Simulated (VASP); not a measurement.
# W (Im-3m) in VASP: a series of runs

Runs on W. Level: LDA. Tasks: relaxation of cell and atoms.

Everything below comes from runs of VASP 6.6.1. Logs are shortened: lines on timing, memory, paths and dates and some standing lists are left out, and cuts for length are marked.

**1. The cell of the first run**

It takes space group Im-3m (No. 229, cubic). The conventional cell has a = 3.160 Å, b = 3.160 Å, c = 3.160 Å, α = 90.00°, β = 90.00°, γ = 90.00°. W (site symmetry m-3m) has 14 W at 2.74 to 3.16 Å within 3.6 Å.

**2. Relaxation of cell and atoms, LDA**

Input file INCAR:

```
SYSTEM = W
  ALGO = Normal
  EDIFF = 1E-7
  EDIFFG = -0.02
  ENCUT = 500
  GGA_COMPAT = .FALSE.
  IBRION = 2
  ISIF = 3
  ISMEAR = -1
  LASPH = .TRUE.
  LCHARG = .FALSE.
  LREAL = .FALSE.
  LWAVE = .FALSE.
  NELM = 120
  NELMIN = 4
  NSW = 80
  PREC = Accurate
  SIGMA = 0.05
```

Input file KPOINTS:

```
k-points
0
G
  10 10 10
  0 0 0
```

Input file POSCAR:

```
W
1.0
   -1.5800000000      1.5800000000      1.5800000000
    1.5800000000     -1.5800000000      1.5800000000
    1.5800000000      1.5800000000     -1.5800000000
W
1
Direct
    0.0000000000      0.0000000000      0.0000000000
```

Potentials or basis: VASP PAW LDA potentials, release 64 (W_sv).

Run with:

```sh
cat potpaw_LDA.64/W_sv/POTCAR > POTCAR
mpirun -np 1 vasp_std > vasp.out
```

OUTCAR:

```text
SYSTEM = W
   EDIFF = 1E-7
   EDIFFG = -0.02
   ENCUT = 500
   IBRION = 2
   ISIF = 3
   ISMEAR = -1
   LASPH = .TRUE.
   LREAL = .FALSE.
   NELM = 120
   NELMIN = 4
   NSW = 80
   PREC = Accurate

 ion  position               nearest neighbor table
   1  0.000  0.000  0.000-

  LATTYP: Found a body centered cubic cell.
 ALAT       =     3.1600000000

  Lattice vectors:

 A1 = (  -1.5800000000,   1.5800000000,   1.5800000000)
 A2 = (   1.5800000000,  -1.5800000000,   1.5800000000)
 A3 = (   1.5800000000,   1.5800000000,  -1.5800000000)

Analysis of symmetry for initial positions (statically):
=====================================================================
 Subroutine PRICEL returns:
 Original cell was already a primitive cell.

 Routine SETGRP: Setting up the symmetry group for a
 body centered cubic supercell.

 Subroutine GETGRP returns: Found 48 space group operations
 (whereof 48 operations were pure point group operations)
 out of a pool of 48 trial point group operations.

The static configuration has the point symmetry O_h .

Analysis of symmetry for dynamics (positions and initial velocities):
=====================================================================
 Subroutine PRICEL returns:
 Original cell was already a primitive cell.

 Routine SETGRP: Setting up the symmetry group for a
 body centered cubic supercell.

 Subroutine GETGRP returns: Found 48 space group operations
 (whereof 48 operations were pure point group operations)
 out of a pool of 48 trial point group operations.

The dynamic configuration has the point symmetry O_h .

 Subroutine INISYM returns: Found 48 space group operations
 (whereof 48 operations are pure point group operations),
 and found     1 'primitive' translations

----------------------------------------------------------------------------------------

                                     Primitive cell

  volume of cell :      15.7772

  direct lattice vectors                    reciprocal lattice vectors
    -1.580000000  1.580000000  1.580000000     0.000000000  0.316455696  0.316455696
     1.580000000 -1.580000000  1.580000000     0.316455696  0.000000000  0.316455696
     1.580000000  1.580000000 -1.580000000     0.316455696  0.316455696  0.000000000

  length of vectors
     2.736640276  2.736640276  2.736640276     0.447535937  0.447535937  0.447535937

  position of ions in fractional coordinates (direct lattice)
     0.000000000  0.000000000  0.000000000

  ion indices of the primitive-cell ions
   primitive index   ion index
                 1           1

----------------------------------------------------------------------------------------

 KPOINTS: k-points

Automatic generation of k-mesh.
 Grid dimensions read from file:
 generate k-points for:   10   10   10

 Generating k-lattice:

  Cartesian coordinates                     Fractional coordinates (reciprocal lattice)
     0.000000000  0.031645570  0.031645570     0.100000000  0.000000000  0.000000000
     0.031645570  0.000000000  0.031645570     0.000000000  0.100000000  0.000000000
     0.031645570  0.031645570  0.000000000     0.000000000  0.000000000  0.100000000

  Length of vectors
     0.044753594  0.044753594  0.044753594

  Shift w.r.t. Gamma in fractional coordinates (k-lattice)
     0.000000000  0.000000000  0.000000000

 Subroutine IBZKPT returns following result:
 ===========================================

 Found     47 irreducible k-points:

 Following reciprocal coordinates:
            Coordinates               Weight
  0.000000  0.000000  0.000000      1.000000
  0.100000  0.000000  0.000000     12.000000
  0.200000  0.000000  0.000000     12.000000
  0.300000  0.000000  0.000000     12.000000
  0.400000  0.000000  0.000000     12.000000
  0.500000  0.000000  0.000000      6.000000
[... 16 lines left out ...]
  0.300000  0.300000  0.100000      8.000000
 -0.300000  0.300000  0.100000     24.000000
 [... further k-points ...]
   k-points           NKPTS =     47   k-points in BZ     NKDIM =     47   number of bands    NBANDS=     11
   number of dos      NEDOS =    301   number of ions     NIONS =      1
   total plane-waves  NPLWV =   8000
   dimension x,y,z NGX =    20 NGY =   20 NGZ =   20
   dimension x,y,z NGXF=    40 NGYF=   40 NGZF=   40
   ions per type =               1
   NGX,Y,Z   is equivalent  to a cutoff of  12.15, 12.15, 12.15 a.u.
   NGXF,Y,Z  is equivalent  to a cutoff of  24.30, 24.30, 24.30 a.u.
 SYSTEM =  W
   PREC   = accura    normal or accurate (medium, high low for compatibility)
   ISTART =      0    job   : 0-new  1-cont  2-samecut
   ICHARG =      2    charge: 1-file 2-atom 10-const
   ISPIN  =      1    spin polarized calculation?
   LNONCOLLINEAR =      F non collinear calculations
   LSORBIT =      F    spin-orbit coupling
   LASPH  =      T    aspherical Exc in radial PAW
   ENCUT  =  500.0 eV  36.75 Ry    6.06 a.u.   4.99  4.99  4.99*2*pi/ulx,y,z
   NELM   =    120;   NELMIN=  4; NELMDL= -5     # of ELM steps
   EDIFF  = 0.1E-06   stopping-criterion for ELM
   LREAL  =      F    real-space projection
   EDIFFG = -.2E-01   stopping-criterion for IOM
   NSW    =     80    number of steps for IOM
   IBRION =      2    ionic relax: 0-MD 1-quasi-New 2-CG
   NFREE  =      1    steps in history (QN), initial steepest desc. (CG)
   ISIF   =      3    stress and relaxation
   ISYM   =      2    0-nonsym 1-usesym 2-fastsym
   POTIM  = 0.5000    time-step for ionic-motion
   TEBEG  =    0.0;   TEEND  =   0.0 temperature during run
   PSTRESS=    0.0 pullay stress
   NELECT =      14.0000    total number of electrons
   NUPDOWN=      -1.0000    fix difference up-down
   EMIN   =  10.00;   EMAX   =-10.00  energy-range for DOS
   EFERMI =   0.00;   METHOD = LEGACY
   ISMEAR =    -1;   SIGMA  =   0.05  broadening in eV -4-tet -1-fermi 0-gaus
   EFERMI_NEDOS =   21; number of points for ismear=-14 and -15
   IALGO  =     38    algorithm
   IMIX   =      4    mixing-type and parameters
     AMIX     =   0.40;   BMIX     =  1.00
     AMIX_MAG =   1.60;   BMIX_MAG =  1.00
  volume/ion in A,a.u.               =      15.78       106.47
  Fermi-wavevector in a.u.,A,eV,Ry     =   1.573163  2.972847 33.672273  2.474842
  Thomas-Fermi vector in A             =   2.674489
   LORBIT       =      0    0 simple, 1 ext, 2 COOP (PROOUT), +10 PAW based schemes
   GGA     = CA    functional components
   LHFCALC =     F    Hartree Fock is set to
   AEXX    =    0.0000 exact exchange contribution
   IVDW    =     0    specifies the selected vdW correction
   LEPSILON=     F    determine dielectric tensor
   LRPA    =     F    only Hartree local field effects (RPA)
 conjugate gradient relaxation of ions
 non-spin polarized calculation
  energy-cutoff  :      500.00
  volume of cell :       15.78
 maximum number of plane-waves:       418
   NGX =  9   NGY =  9   NGZ =  9

--------------------------------------- Ionic step        1  -------------------------------------------

 number of electron      14.0000004 magnetization

 Free energy of the ion-electron system (eV)
  ---------------------------------------------------
  ext. energy  EPLUGINS =         0.00000000
  ---------------------------------------------------
  free energy    TOTEN  =       -14.09382433 eV

  energy without entropy =      -14.08958710  energy(sigma->0) =      -14.09170572

------------------------ aborting loop because EDIFF is reached ----------------------------------------

  FORCE on cell =-STRESS in cart. coord.  units (eV):
  Direction    XX          YY          ZZ          XY          YZ          ZX
  --------------------------------------------------------------------------------------
  -------------------------------------------------------------------------------------
  Total       -0.5214537     -0.5214537     -0.5214537      0.0000000      0.0000000     -0.0000000
  in kB      -52.9535468    -52.9535468    -52.9535468      0.0000000      0.0000000     -0.0000000
  external PRESSURE =     -52.9535468 kB  Pullay stress =       0.0000000 kB
[... 55 lines left out ...]
  energy  without entropy=      -14.0311720875  energy(sigma->0) =      -14.03313291

--------------------------------------- Ionic step        3  -------------------------------------------

 number of electron      14.0000005 magnetization

 Free energy of the ion-electron system (eV)
  ---------------------------------------------------
  ext. energy  EPLUGINS =         0.00000000
  ---------------------------------------------------
  free energy    TOTEN  =       -14.09803280 eV

  energy without entropy =      -14.09392517  energy(sigma->0) =      -14.09597898

 E-fermi :  11.7257     XC(G=0): -13.9474

 val. band max:       11.6419619305   @ k =   0.5000   0.5000   0.2000
 cond. band min:      11.8085603419   @ k =   0.1000   0.1000   0.0000
 fundamental gap:      0.1665984113
 Fermi energy:        11.7257282460

 k-point     1 :       0.0000    0.0000    0.0000
  band No.  band energies     occupation
      1     -62.1296      2.00000
      2     -25.9037      2.00000
      3     -25.9037      2.00000
      4     -25.9037      2.00000
      5       1.9631      2.00000
      6      10.3062      2.00000
      7      10.3062      2.00000
      8      10.3062      2.00000
      9      13.8448      0.00000
     10      13.8448      0.00000
     11      26.2410      0.00000
[... 309 lines left out ...]
 k-point    24 :      -0.3000    0.3000    0.1000
  band No.  band energies     occupation
      1     -62.0189      2.00000
      2     -26.8260      2.00000
      3     -26.2546      2.00000
      4     -26.0158      2.00000
      5       5.3967      2.00000
      6       9.0826      2.00000
      7       9.5043      2.00000
      8      12.4046      0.00000
      9      14.1144      0.00000
     10      14.8884      0.00000
     11      25.5783      0.00000

 [... further k-points ...]

------------------------ aborting loop because EDIFF is reached ----------------------------------------

  FORCE on cell =-STRESS in cart. coord.  units (eV):
  Direction    XX          YY          ZZ          XY          YZ          ZX
  --------------------------------------------------------------------------------------
  -------------------------------------------------------------------------------------
  Total       -0.0152415     -0.0152415     -0.0152415      0.0000000      0.0000000     -0.0000000
  in kB       -1.5721620     -1.5721620     -1.5721620      0.0000000      0.0000000     -0.0000000
  external PRESSURE =      -1.5721620 kB  Pullay stress =       0.0000000 kB
[... 16 lines left out ...]
  FREE ENERGIE OF THE ION-ELECTRON SYSTEM (eV)
  ---------------------------------------------------
  free  energy   TOTEN  =       -14.0980328026 eV

  energy  without entropy=      -14.0939251660  energy(sigma->0) =      -14.09597898

 reached required accuracy - stopping structural energy minimisation
```

It took 6.3 s on 1 thread of Intel Xeon 6975P-C (Granite Rapids), shared host; peak memory 0.12 GiB.

What came out:

- Free energy: -14.0980 eV
- Relaxed volume: 15.53 Å³/atom
- Relaxed cell: a = 2.722 Å, b = 2.722 Å, c = 2.722 Å, α = 109.47°, β = 109.47°, γ = 109.47°
- Space group after relaxing (to 0.1 Å): Im-3m (No. 229)
- Energy gained by relaxing: 4.2 meV/atom
- Ionic steps: 3
- Pressure after relaxing: -0.2 GPa
- Band gap on the k mesh: zero (bands 7 and 8 overlap by 6.59 eV)

The path:
```csv
step,energy change (eV),largest force (eV/Å),pressure (GPa),volume (Å³)
1,0.0000,0.0000,-5.30,15.78
2,0.0587,0.0000,23.38,14.62
3,-0.0042,0.0000,-0.16,15.53
```

Final structure:
```
W
1.0
    -1.57179    1.57179    1.57179
     1.57179   -1.57179    1.57179
     1.57179    1.57179   -1.57179
W
1
Direct
  0.00000 0.00000 0.00000
```

Levels at points of the mesh, in eV from the Fermi level:
| k point | band 5 | band 6 | band 7 | band 8 | band 9 | band 10 |
| --- | --- | --- | --- | --- | --- | --- |
| (0.00, 0.00, 0.00) | -9.76 | -1.42 | -1.42 | -1.42 | 2.12 | 2.12 |
| (0.50, 0.00, 0.00) | -6.50 | -3.81 | 0.80 | 2.03 | 3.02 | 6.19 |
| (0.50, 0.50, 0.50) | -6.12 | -6.12 | 5.17 | 5.17 | 5.17 | 8.41 |

Caveat: spin-orbit coupling is left out, which moves the levels of the heavy elements.

[end of part 1 of 3]
